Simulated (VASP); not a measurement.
# Bi2Se3 (R-3m) in VASP: notebook

Bi2Se3 is run at these levels: PBE; tasks: electric field gradients.

Everything below comes from runs of VASP 6.6.1. Logs are shortened: lines on timing, memory, paths and dates and some standing lists are left out, and cuts for length are marked.

**1. The cell of the first run**

Symmetry: R-3m, No. 166, trigonal system. Conventional cell: a = 4.102 Å, b = 4.102 Å, c = 28.636 Å, α = 90.00°, β = 90.00°, γ = 120.00°. Bi (site symmetry 3m) has 6 Se at 2.83 to 3.06 Å within 3.7 Å. Within 4.3 Å of Se (site symmetry -3m) lie 6 Bi at 3.06 Å and 12 Se at 4.10 to 4.21 Å. Se (site symmetry 3m) has 3 Bi at 2.83 Å and 3 Se at 3.50 Å within 3.7 Å.

**2. Electric field gradients, PBE (equal xx and yy strain of -1 %)**

Input file INCAR:

```
SYSTEM = Bi2Se3
PREC = Accurate
ENCUT = 520
EDIFF = 1E-8
ISMEAR = -1
SIGMA = 0.03
LREAL = .False.
LASPH = .True.
NELM = 80
ALGO = Normal
ISIF = 2
LWAVE = .False.
LCHARG = .False.
GGA = PE
LEFG = .True.
NBANDS = 32
```

Input file KPOINTS:

```
regular mesh
0
Gamma
  6 6 6
  0 0 0
```

Input file POSCAR:

```
Bi2Se3
1.0
    2.0507843038      1.1840208698      9.5453300000
   -2.0507843038      1.1840208698      9.5453300000
    0.0000000000     -2.3680417398      9.5453300000
Bi Se
2 3
Direct
    0.4008000000      0.4008000000      0.4008000000
    0.5992000000      0.5992000000      0.5992000000
    0.0000000000      0.0000000000      0.0000000000
    0.2117000000      0.2117000000      0.2117000000
    0.7883000000      0.7883000000      0.7883000000
```

Potentials or basis: VASP PAW PBE potentials, release 64 (Bi_d, Se).

Command:

```bash
$ cat potpaw_PBE.64/Bi_d/POTCAR potpaw_PBE.64/Se/POTCAR > POTCAR
$ mpirun -np 1 vasp_std > vasp.out
```

OUTCAR:

```text
SYSTEM = Bi2Se3
   PREC = Accurate
   ENCUT = 520
   EDIFF = 1E-8
   ISMEAR = -1
   LREAL = .False.
   LASPH = .True.
   NELM = 80
   ISIF = 2
   GGA = PE

 ion  position               nearest neighbor table
   1  0.401  0.401  0.401-   5 2.83   5 2.83   5 2.83   3 3.06   3 3.06   3 3.06
   2  0.599  0.599  0.599-   4 2.83   4 2.83   4 2.83   3 3.06   3 3.06   3 3.06
   3  0.000  0.000  0.000-   2 3.06   2 3.06   1 3.06   1 3.06   2 3.06   1 3.06
   4  0.212  0.212  0.212-   2 2.83   2 2.83   2 2.83
   5  0.788  0.788  0.788-   1 2.83   1 2.83   1 2.83

  LATTYP: Found a trigonal (rhomboedric) cell.
 ALAT       =     9.8346808026
 COS(alpha) =     0.9130340136

  Lattice vectors:

 A1 = (   2.0507843038,   1.1840208698,   9.5453300000)
 A2 = (  -2.0507843038,   1.1840208698,   9.5453300000)
 A3 = (   0.0000000000,  -2.3680417398,   9.5453300000)

Analysis of symmetry for initial positions (statically):
=====================================================================
 Subroutine PRICEL returns:
 Original cell was already a primitive cell.

 Routine SETGRP: Setting up the symmetry group for a
 trigonal (rhombohedral) supercell.

 Subroutine GETGRP returns: Found 12 space group operations
 (whereof 12 operations were pure point group operations)
 out of a pool of 12 trial point group operations.

The static configuration has the point symmetry D_3d.

Analysis of symmetry for dynamics (positions and initial velocities):
=====================================================================
 Subroutine PRICEL returns:
 Original cell was already a primitive cell.

 Routine SETGRP: Setting up the symmetry group for a
 trigonal (rhombohedral) supercell.

 Subroutine GETGRP returns: Found 12 space group operations
 (whereof 12 operations were pure point group operations)
 out of a pool of 12 trial point group operations.

The dynamic configuration has the point symmetry D_3d.

 Subroutine INISYM returns: Found 12 space group operations
 (whereof 12 operations are pure point group operations),
 and found     1 'primitive' translations

----------------------------------------------------------------------------------------

                                     Primitive cell

  volume of cell :     139.0662

  direct lattice vectors                    reciprocal lattice vectors
     2.050784304  1.184020870  9.545330000     0.243809161  0.140763285  0.034921091
    -2.050784304  1.184020870  9.545330000    -0.243809161  0.140763285  0.034921091
     0.000000000 -2.368041740  9.545330000     0.000000000 -0.281526569  0.034921091

  length of vectors
     9.834680803  9.834680803  9.834680803     0.283684141  0.283684141  0.283684141

  position of ions in fractional coordinates (direct lattice)
     0.400800000  0.400800000  0.400800000
     0.599200000  0.599200000  0.599200000
     0.000000000  0.000000000  0.000000000
     0.211700000  0.211700000  0.211700000
     0.788300000  0.788300000  0.788300000

  ion indices of the primitive-cell ions
   primitive index   ion index
                 1           1
                 2           2
                 3           3
                 4           4
                 5           5

----------------------------------------------------------------------------------------

 KPOINTS: regular mesh

Automatic generation of k-mesh.
 Grid dimensions read from file:
 generate k-points for:    6    6    6

 Generating k-lattice:

  Cartesian coordinates                     Fractional coordinates (reciprocal lattice)
     0.040634860  0.023460547  0.005820182     0.166666667  0.000000000  0.000000000
[... 47 lines left out ...]
   NGX,Y,Z   is equivalent  to a cutoff of  13.52, 13.52, 13.52 a.u.
   NGXF,Y,Z  is equivalent  to a cutoff of  27.05, 27.05, 27.05 a.u.
 SYSTEM =  Bi2Se3
   PREC   = accura    normal or accurate (medium, high low for compatibility)
   ISTART =      0    job   : 0-new  1-cont  2-samecut
   ICHARG =      2    charge: 1-file 2-atom 10-const
   ISPIN  =      1    spin polarized calculation?
   LNONCOLLINEAR =      F non collinear calculations
   LSORBIT =      F    spin-orbit coupling
   LASPH  =      T    aspherical Exc in radial PAW
   ENCUT  =  520.0 eV  38.22 Ry    6.18 a.u.  18.29 18.29 18.29*2*pi/ulx,y,z
   NELM   =     80;   NELMIN=  2; NELMDL= -5     # of ELM steps
   EDIFF  = 0.1E-07   stopping-criterion for ELM
   LREAL  =      F    real-space projection
   EDIFFG = 0.1E-06   stopping-criterion for IOM
   NSW    =      0    number of steps for IOM
   IBRION =     -1    ionic relax: 0-MD 1-quasi-New 2-CG
   NFREE  =      0    steps in history (QN), initial steepest desc. (CG)
   ISIF   =      2    stress and relaxation
   ISYM   =      2    0-nonsym 1-usesym 2-fastsym
   POTIM  = 0.5000    time-step for ionic-motion
   TEBEG  =    0.0;   TEEND  =   0.0 temperature during run
   PSTRESS=    0.0 pullay stress
   NELECT =      48.0000    total number of electrons
   NUPDOWN=      -1.0000    fix difference up-down
   EMIN   =  10.00;   EMAX   =-10.00  energy-range for DOS
   EFERMI =   0.00;   METHOD = LEGACY
   ISMEAR =    -1;   SIGMA  =   0.03  broadening in eV -4-tet -1-fermi 0-gaus
   EFERMI_NEDOS =   21; number of points for ismear=-14 and -15
   IALGO  =     38    algorithm
   IMIX   =      4    mixing-type and parameters
     AMIX     =   0.40;   BMIX     =  1.00
     AMIX_MAG =   1.60;   BMIX_MAG =  1.00
  volume/ion in A,a.u.               =      27.81       187.69
  Fermi-wavevector in a.u.,A,eV,Ry     =   1.148369  2.170102 17.942696  1.318751
  Thomas-Fermi vector in A             =   2.285044
   LORBIT       =      0    0 simple, 1 ext, 2 COOP (PROOUT), +10 PAW based schemes
   GGA     = PE    functional components
   LHFCALC =     F    Hartree Fock is set to
   AEXX    =    0.0000 exact exchange contribution
   IVDW    =     0    specifies the selected vdW correction
   LEPSILON=     F    determine dielectric tensor
   LRPA    =     F    only Hartree local field effects (RPA)
 non-spin polarized calculation
  energy-cutoff  :      520.00
  volume of cell :      139.07
 maximum number of plane-waves:      3780
 NGX is ok and might be reduce to    80
   NGX = 37   NGY = 37   NGZ = 37

 number of electron      47.9999997 magnetization

 Free energy of the ion-electron system (eV)
  ---------------------------------------------------
  ext. energy  EPLUGINS =         0.00000000
  ---------------------------------------------------
  free energy    TOTEN  =       -20.09741570 eV

  energy without entropy =      -20.09736104  energy(sigma->0) =      -20.09738837

 E-fermi :   5.3522     XC(G=0):  -9.5890

 val. band max:        5.2347746696   @ k =   0.0000   0.0000   0.0000
 cond. band min:       5.4696579551   @ k =   0.0000   0.0000   0.0000
 fundamental gap:      0.2348832855
 Fermi energy:         5.3521522194

 k-point     1 :       0.0000    0.0000    0.0000
  band No.  band energies     occupation
      1     -17.9454      2.00000
      2     -17.9454      2.00000
      3     -17.9435      2.00000
      4     -17.9435      2.00000
      5     -17.9331      2.00000
      6     -17.9303      2.00000
[... 829 lines left out ...]
     31      10.2269      0.00000
     32      11.6729      0.00000

 [... further k-points ...]

------------------------ aborting loop because EDIFF is reached ----------------------------------------

  FORCE on cell =-STRESS in cart. coord.  units (eV):
  Direction    XX          YY          ZZ          XY          YZ          ZX
  --------------------------------------------------------------------------------------
  -------------------------------------------------------------------------------------
  Total        3.5608970      3.5608970      3.2379010      0.0000000     -0.0000000      0.0000000
  in kB       41.0249870     41.0249870     37.3037600      0.0000000     -0.0000000      0.0000000
  external PRESSURE =      39.7845780 kB  Pullay stress =       0.0000000 kB

 VOLUME and BASIS-vectors are now :
 -----------------------------------------------------------------------------
  energy-cutoff  :      520.00
  volume of cell :      139.07
      direct lattice vectors                 reciprocal lattice vectors
     2.050784304  1.184020870  9.545330000     0.243809161  0.140763285  0.034921091
    -2.050784304  1.184020870  9.545330000    -0.243809161  0.140763285  0.034921091
     0.000000000 -2.368041740  9.545330000     0.000000000 -0.281526569  0.034921091

 POSITION                                       TOTAL-FORCE (eV/Angst)
 -----------------------------------------------------------------------------------
      0.00000     -0.00000     11.47730         0.000000      0.000000     -0.267377
      0.00000     -0.00000     17.15869         0.000000     -0.000000      0.267377
      0.00000      0.00000      0.00000         0.000000     -0.000000     -0.000000
      0.00000     -0.00000      6.06224         0.000000      0.000000     -0.331501
      0.00000     -0.00000     22.57375         0.000000     -0.000000      0.331501
 -----------------------------------------------------------------------------------
    total drift:                                0.000000      0.000000     -0.000000

  FREE ENERGIE OF THE ION-ELECTRON SYSTEM (eV)
  ---------------------------------------------------
  free  energy   TOTEN  =       -20.0974157008 eV

  energy  without entropy=      -20.0973610380  energy(sigma->0) =      -20.09738837

 Electric field gradients (V/A^2)
---------------------------------------------------------------------
 ion       V_xx      V_yy      V_zz      V_xy      V_xz      V_yz
---------------------------------------------------------------------
   1      -3.878    -3.878     7.757    -0.000    -0.000     0.000
   2      -3.878    -3.878     7.757    -0.000     0.000     0.000
   3     -40.125   -40.125    80.250     0.000     0.000     0.000
   4       5.907     5.907   -11.815    -0.000    -0.000     0.000
   5       5.907     5.907   -11.815     0.000     0.000     0.000
---------------------------------------------------------------------

 Electric field gradients after diagonalization (V/A^2)
 (convention: |V_zz| > |V_xx| > |V_yy|)
----------------------------------------------------------------------
 ion       V_xx      V_yy      V_zz     asymmetry (V_yy - V_xx)/ V_zz
----------------------------------------------------------------------
   1      -3.878    -3.878     7.757       0.000
   2      -3.878    -3.878     7.757       0.000
   3     -40.125   -40.125    80.250       0.000
   4       5.907     5.907   -11.815       0.000
   5       5.907     5.907   -11.815       0.000
----------------------------------------------------------------------

           NMR quadrupolar parameters

 Cq : quadrupolar parameter    Cq=e*Q*V_zz/h
 eta: asymmetry parameters     (V_yy - V_xx)/ V_zz
 Q  : nuclear electric quadrupole moment in mb (millibarn)
----------------------------------------------------------------------
 ion       Cq(MHz)       eta       Q (mb)
----------------------------------------------------------------------
   1       0.019       0.000       1.000
   2       0.019       0.000       1.000
   3       0.194       0.000       1.000
   4      -0.029       0.000       1.000
   5      -0.029       0.000       1.000
----------------------------------------------------------------------
```

Wall time 9.9 min (1 thread of Intel Xeon 6975P-C (Granite Rapids), shared host); peak memory 0.93 GiB.

What came out:

```
Free energy                             : -20.0974 eV
Pressure                                : 4.0 GPa
Largest force                           : 0.332 eV/Å
Band gap on the k mesh                  : 0.23 eV
Largest electric field gradient by atom : Bi +7.8; Se +80.2, -11.8 (each value once) V/Å²
```

Forces on the atoms (eV/Å):
```
Bi   0.000  0.000 -0.267
Bi   0.000  0.000  0.267
Se   0.000  0.000  0.000
Se   0.000  0.000 -0.332
Se   0.000  0.000  0.332
```

Electric field gradients, principal values (V/Å²):
```
atom    least   middle  greatest (by size)
1 Bi   -3.878   -3.878               7.757
2 Bi   -3.878   -3.878               7.757
3 Se  -40.125  -40.125              80.250
4 Se    5.907    5.907             -11.815
5 Se    5.907    5.907             -11.815
```

Caveat: the cell differs from its parent crystal (equal xx and yy strain of -1 %); the cell stands under pressure; without QUAD_EFG the Cq values of the log hold for a quadrupole moment of 1 mb, not for the nuclei; spin-orbit coupling is left out, which moves the levels of the heavy elements. A k mesh can miss the band edges.

**3. Electric field gradients, PBE (equal xx and yy strain of +1 %)**

Input file INCAR:

```
SYSTEM = Bi2Se3
ALGO     = Normal         ! electronic algorithm
EDIFF    = 1E-8           ! SCF threshold, eV
ENCUT    = 520            ! plane-wave cutoff, eV
GGA      = PE             ! functional
ISIF     = 2              ! what is computed and relaxed
ISMEAR   = -1             ! smearing method
LASPH    = .True.         ! aspherical terms in the spheres
LCHARG   = .False.        ! write CHGCAR
LEFG     = .True.       
LREAL    = .False.        ! projectors in reciprocal space
LWAVE    = .False.        ! write WAVECAR
NBANDS   = 32             ! bands
NELM     = 60             ! most SCF steps
PREC     = Accurate       ! precision mode
SIGMA    = 0.03           ! smearing width, eV
```

Input file KPOINTS:

```
k-points
0
Gamma
  6 6 6
  0 0 0
```

POSCAR, as its differences from that of step 2:

```diff
@@ -2,5 +2,5 @@
 1.0
-    2.0507843038      1.1840208698      9.5453300000
-   -2.0507843038      1.1840208698      9.5453300000
-    0.0000000000     -2.3680417398      9.5453300000
+    2.0922142898      1.2079404834      9.5453300000
+   -2.0922142898      1.2079404834      9.5453300000
+    0.0000000000     -2.4158809668      9.5453300000
 Bi Se
```

Potentials or basis: VASP PAW PBE potentials, release 64 (Bi_d, Se).

Command:

```bash
$ cat potpaw_PBE.64/Bi_d/POTCAR potpaw_PBE.64/Se/POTCAR > POTCAR
$ mpirun -np 1 vasp_std > vasp.out
```

OUTCAR:

```text
SYSTEM = Bi2Se3
   EDIFF = 1E-8
   ENCUT = 520
   GGA = PE
   ISIF = 2
   ISMEAR = -1
   LASPH = .True.
   LREAL = .False.
   NELM = 60
   PREC = Accurate

 ion  position               nearest neighbor table
   1  0.401  0.401  0.401-   5 2.87   5 2.87   5 2.87   3 3.09   3 3.09   3 3.09
   2  0.599  0.599  0.599-   4 2.87   4 2.87   4 2.87   3 3.09   3 3.09   3 3.09
   3  0.000  0.000  0.000-   2 3.09   1 3.09   2 3.09   2 3.09   1 3.09   1 3.09
   4  0.212  0.212  0.212-   2 2.87   2 2.87   2 2.87
   5  0.788  0.788  0.788-   1 2.87   1 2.87   1 2.87

  LATTYP: Found a trigonal (rhomboedric) cell.
 ALAT       =     9.8463092403
 COS(alpha) =     0.9096984134

  Lattice vectors:

 A1 = (   2.0922142898,   1.2079404834,   9.5453300000)
 A2 = (  -2.0922142898,   1.2079404834,   9.5453300000)
 A3 = (   0.0000000000,  -2.4158809668,   9.5453300000)

[... 1050 lines left out ...]
      0.00000      0.00000     11.47730         0.000000      0.000000     -0.121576
      0.00000      0.00000     17.15869         0.000000     -0.000000      0.121576
      0.00000      0.00000      0.00000         0.000000      0.000000      0.000000
      0.00000      0.00000      6.06224         0.000000      0.000000     -0.056805
      0.00000      0.00000     22.57375         0.000000     -0.000000      0.056805
 -----------------------------------------------------------------------------------
    total drift:                                0.000000      0.000000     -0.000000

  FREE ENERGIE OF THE ION-ELECTRON SYSTEM (eV)
  ---------------------------------------------------
  free  energy   TOTEN  =       -20.1889156182 eV

  energy  without entropy=      -20.1888327318  energy(sigma->0) =      -20.18887417

 Electric field gradients (V/A^2)
---------------------------------------------------------------------
 ion       V_xx      V_yy      V_zz      V_xy      V_xz      V_yz
---------------------------------------------------------------------
   1      -1.615    -1.615     3.230    -0.000    -0.000     0.000
   2      -1.615    -1.615     3.230    -0.000     0.000     0.000
   3     -33.498   -33.498    66.997    -0.000     0.000     0.000
   4       9.337     9.337   -18.674     0.000    -0.000     0.000
   5       9.337     9.337   -18.674     0.000     0.000     0.000
---------------------------------------------------------------------

 Electric field gradients after diagonalization (V/A^2)
 (convention: |V_zz| > |V_xx| > |V_yy|)
----------------------------------------------------------------------
 ion       V_xx      V_yy      V_zz     asymmetry (V_yy - V_xx)/ V_zz
----------------------------------------------------------------------
   1      -1.615    -1.615     3.230       0.000
   2      -1.615    -1.615     3.230       0.000
   3     -33.498   -33.498    66.997       0.000
   4       9.337     9.337   -18.674       0.000
   5       9.337     9.337   -18.674       0.000
----------------------------------------------------------------------

           NMR quadrupolar parameters

 Cq : quadrupolar parameter    Cq=e*Q*V_zz/h
 eta: asymmetry parameters     (V_yy - V_xx)/ V_zz
 Q  : nuclear electric quadrupole moment in mb (millibarn)
----------------------------------------------------------------------
 ion       Cq(MHz)       eta       Q (mb)
----------------------------------------------------------------------
   1       0.008       0.000       1.000
   2       0.008       0.000       1.000
   3       0.162       0.000       1.000
   4      -0.045       0.000       1.000
   5      -0.045       0.000       1.000
----------------------------------------------------------------------
```

stdout:

```text
POSCAR found type information on POSCAR BiSe
 POSCAR found :  2 types and       5 ions
 scaLAPACK will be used
 LDA part: xc-table for (Slater+PW92), standard interpolation
 POSCAR, INCAR and KPOINTS ok, starting setup
 FFT: planning ... GRIDC
 FFT: planning ... GRID_SOFT
 FFT: planning ... GRID
 WAVECAR not read
 entering main loop
ion   1

ion   2

ion   3

ion   4

ion   5
```

Run time: 14 min. Hardware: 1 thread of Intel Xeon Platinum 8488C (Sapphire Rapids), shared host; peak memory 0.92 GiB.

What came out:

```
Free energy                             : -20.1889 eV
Pressure                                : 1.2 GPa
Largest force                           : 0.122 eV/Å
Band gap on the k mesh                  : 0.20 eV
Largest electric field gradient by atom : Bi +3.2; Se +67.0, -18.7 (each value once) V/Å²
```

Forces on the atoms (eV/Å):
```
Bi   0.000  0.000 -0.122
Bi   0.000  0.000  0.122
Se   0.000  0.000  0.000
Se   0.000  0.000 -0.057
Se   0.000  0.000  0.057
```

Stress tensor (GPa, compression positive):
```
1.09 0.00 0.00
0.00 1.09 0.00
0.00 0.00 1.54
```

Electric field gradients, principal values (V/Å²):
```csv
atom,least,middle,greatest (by size)
1 Bi,-1.615,-1.615,3.230
2 Bi,-1.615,-1.615,3.230
3 Se,-33.498,-33.498,66.997
4 Se,9.337,9.337,-18.674
5 Se,9.337,9.337,-18.674
```

Caveat: the cell differs from its parent crystal (equal xx and yy strain of +1 %); without QUAD_EFG the Cq values of the log hold for a quadrupole moment of 1 mb, not for the nuclei; spin-orbit coupling is left out, which moves the levels of the heavy elements. A k mesh can miss the band edges.

(Continued in part 2 of 3.)
